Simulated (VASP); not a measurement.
Wanted: the native input for a VASP 6.6.1 run.

```yaml
Task: single point
Functional: PBE
Potentials_or_basis: VASP PAW PBE potentials, release 64 (B, N)
Cutoff: 700 eV
k_mesh: 1 × 1 × 1, shifted
Occupations: gaussian, width 0.01 eV
Spin: no spin polarisation
Dipole_correction: no
Further_INCAR_settings: LREAL = Auto; ALGO = Normal; EDIFF = 1e-06; NBANDS = 96; ISYM = -1
```

The structure of BN lies in POSCAR:

```
BN
1.0
    7.4650312809      0.0000000000      0.0000000000
   -3.7325156404      6.4649067293      0.0000000000
    0.0000000000      0.0000000000      6.4954828800
B N
18 18
Direct
    0.1111968464      0.2221364869      0.2500000000
    0.2221364869      0.1111968464      0.7500000000
    0.1111968464      0.5554698202      0.2500000000
    0.2221364869      0.4445301798      0.7500000000
    0.1111968464      0.8888031536      0.2500000000
    0.2221364869      0.7778635131      0.7500000000
    0.4445301798      0.2221364869      0.2500000000
    0.5554698202      0.1111968464      0.7500000000
    0.4445301798      0.5554698202      0.2500000000
    0.5554698202      0.4445301798      0.7500000000
    0.4445301798      0.8888031536      0.2500000000
    0.5554698202      0.7778635131      0.7500000000
    0.7778635131      0.2221364869      0.2500000000
    0.8888031536      0.1111968464      0.7500000000
    0.7778635131      0.5554698202      0.2500000000
    0.8888031536      0.4445301798      0.7500000000
    0.7778635131      0.8888031536      0.2500000000
    0.8888031536      0.7778635131      0.7500000000
    0.1114069253      0.2219264080      0.7500000000
    0.2219264080      0.1114069253      0.2500000000
    0.1114069253      0.5552597413      0.7500000000
    0.2219264080      0.4447402587      0.2500000000
    0.1114069253      0.8885930747      0.7500000000
    0.2219264080      0.7780735920      0.2500000000
    0.4447402587      0.2219264080      0.7500000000
    0.5552597413      0.1114069253      0.2500000000
    0.4447402587      0.5552597413      0.7500000000
    0.5552597413      0.4447402587      0.2500000000
    0.4447402587      0.8885930747      0.7500000000
    0.5552597413      0.7780735920      0.2500000000
    0.7780735920      0.2219264080      0.7500000000
    0.8885930747      0.1114069253      0.2500000000
    0.7780735920      0.5552597413      0.7500000000
    0.8885930747      0.4447402587      0.2500000000
    0.7780735920      0.8885930747      0.7500000000
    0.8885930747      0.7780735920      0.2500000000
```

These files were run (other wordings do the same):

INCAR

```
ALGO = Normal ; EDIFF = 1E-6
ENCUT = 700 ; GGA = PE
GGA_COMPAT = F ; ISIF = 2
ISMEAR = 0 ; ISYM = -1
LASPH = T ; LCHARG = F
LREAL = Auto ; LWAVE = F
NBANDS = 96 ; NELM = 120
PREC = Accurate ; SIGMA = 0.01
```

KPOINTS

```
explicit points
1
Reciprocal
  0.25000000   0.25000000   0.25000000 1
```

Potentials or basis: VASP PAW PBE potentials, release 64 (B, N).

Command:

```bash
$ cat potpaw_PBE.64/B/POTCAR potpaw_PBE.64/N/POTCAR > POTCAR
$ mpirun -np 1 vasp_std > vasp.out
```

It gave:

```yaml
Pressure: 8.6 GPa
Largest_force: 0.004 eV/Å
Band_gap_on_the_k_mesh: 4.80 eV
```

Caveat: the stress differs along the axes, from 4 to 11 GPa; a shifted mesh leaves out Γ, where band edges can lie; this functional lacks dispersion, which binds layers or chains, so the pressure and a relaxed spacing across them are unreliable.

Wall time 3.5 min on 1 thread of Intel Xeon 8259CL, with other jobs on the host, peak memory 0.48 GiB.
